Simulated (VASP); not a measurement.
A run of VASP 6.6.1:

File INCAR:

```
PREC = Accurate ; ENCUT = 520
EDIFF = 1E-6 ; ISMEAR = 0
SIGMA = 0.1 ; LREAL = F
LASPH = T ; NELM = 60
ALGO = Fast ; ISIF = 2
LWAVE = F ; LCHARG = T
LDIPOL = T ; IDIPOL = 3
DIPOL = 0.5 0.5 0.361 ; GGA = PE
LELF = T ; LVHAR = T
LVACPOTAV = T ; NBANDS = 34
```

File KPOINTS:

```
regular mesh
0
Gamma
  8 8 1
```

The input POSCAR:

```
Si4Mo2S
1.0
    3.2169717406      0.0000000000      0.0000000000
    0.0000000000      3.2169717406      0.0000000000
    0.0000000000      0.0000000000     21.8787970309
Si Mo S
4 2 1
Direct
    0.0000000000      0.0000000000      0.1828254083
    0.0000000000      0.0000000000      0.3015081460
    0.5000000000      0.5000000000      0.3593659940
    0.5000000000      0.5000000000      0.4743769512
    0.5000000000      0.5000000000      0.2421667771
    0.0000000000      0.0000000000      0.4192862009
    0.5000000000      0.8750000000      0.5505002854
```

Potentials or basis: VASP PAW PBE potentials, release 64 (Si, Mo_sv, S).

Launch:

```console
$ cat potpaw_PBE.64/Si/POTCAR potpaw_PBE.64/Mo_sv/POTCAR potpaw_PBE.64/S/POTCAR > POTCAR
$ mpirun -np 1 vasp_std > vasp.out
```

Hardware: 1 thread of AMD EPYC 9755 128-Core Processor (shared host).

Estimate the wall time of this run.

Wall time 7.1 min on 1 thread of AMD EPYC 9755 128-Core Processor, on a shared host, peak memory 0.37 GiB. Counts: scf iterations 26, k points 25.
